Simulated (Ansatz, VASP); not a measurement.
# One calculation of Ta2H, two programs

```
H Ta
1.0
     1.68909   -2.36720    0.00000
     1.68909    2.36720    0.00000
     0.00000    0.00000    4.75460
H Ta
1 2
Direct
  0.00000 0.00000 0.00000
  0.00000 0.50000 0.26460
  0.50000 0.00000 0.73540
```

Alike in both runs: functional PBEsol; k mesh 12 × 12 × 8; occupations gaussian, width 0.05 eV; no spin polarisation.

Ansatz relaxed the structure, and its values are those at the end. VASP's run is a single point on that final structure, the one shown.

|  | VASP | Ansatz |
| --- | --- | --- |
| version | VASP 6.6.1 | Ansatz 0.2.0 |
| potentials or method | VASP PAW PBE potentials, release 64 (H, Ta_pv), cutoff 520 eV | scalar-relativistic, plane waves, PAW |
| valence electrons in the cell | 23 | 27 |

|  | VASP | Ansatz | Ansatz less VASP |
| --- | --- | --- | --- |
| gap on the k mesh at the Fermi level (eV) | none | none | - |
| pressure (GPa) | 0.2 | 0.0 | -0.17 |
| rms of the force components (eV/Å) | 0.007 | 0.000 | -0.0072 |

VASP's potentials were made for PBE, not for PBEsol. A gap of «none» marks a metal or a gap that the smearing closes. VASP's potentials hold 23 valence electrons a cell and Ansatz's 27, so a difference there can come from the potentials and not from the codes.

Neither program's run includes spin-orbit coupling.
